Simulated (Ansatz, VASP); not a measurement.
# One calculation of Al4Cr, two programs

```
Cr Al
1.0
     5.18099    0.00000    0.00000
     2.59050   -8.74632    0.00000
     0.92301    0.00000   -5.05042
Cr Al
3 12
Direct
  0.28855 0.27350 0.19110
  0.56205 0.72650 0.19110
  0.77280 0.00000 0.85050
  0.26550 0.00000 0.00480
  0.61770 0.00000 0.36470
  0.81490 0.23660 0.07710
  0.05150 0.76340 0.07710
  0.45260 0.24540 0.67570
  0.69800 0.75460 0.67570
  0.02360 0.15300 0.54420
  0.17660 0.84700 0.54420
  0.83790 0.46720 0.43790
  0.30510 0.53280 0.43790
  0.99290 0.49240 0.92400
  0.48530 0.50760 0.92400
```

Alike in both runs: task single point; functional PBE; k mesh 5 × 5 × 4; no spin polarisation.

|  | VASP | Ansatz |
| --- | --- | --- |
| version | VASP 6.6.1 | Ansatz 0.2.0 |
| potentials or method | VASP PAW PBE potentials, release 64 (Cr_pv, Al), cutoff 520 eV | PAW plane waves |
| occupations | fermi-dirac, width 0.1 eV | fermi-dirac |
| valence electrons in the cell | 72 | 78 |

|  | VASP | Ansatz | Ansatz less VASP |
| --- | --- | --- | --- |
| pressure (GPa) | -2.0 | -1.9 | +0.06 |
| rms of the force components (eV/Å) | 0.084 | 0.084 | -0.0003 |

VASP's potentials hold 72 valence electrons a cell and Ansatz's 78, so a difference there can come from the potentials and not from the codes.
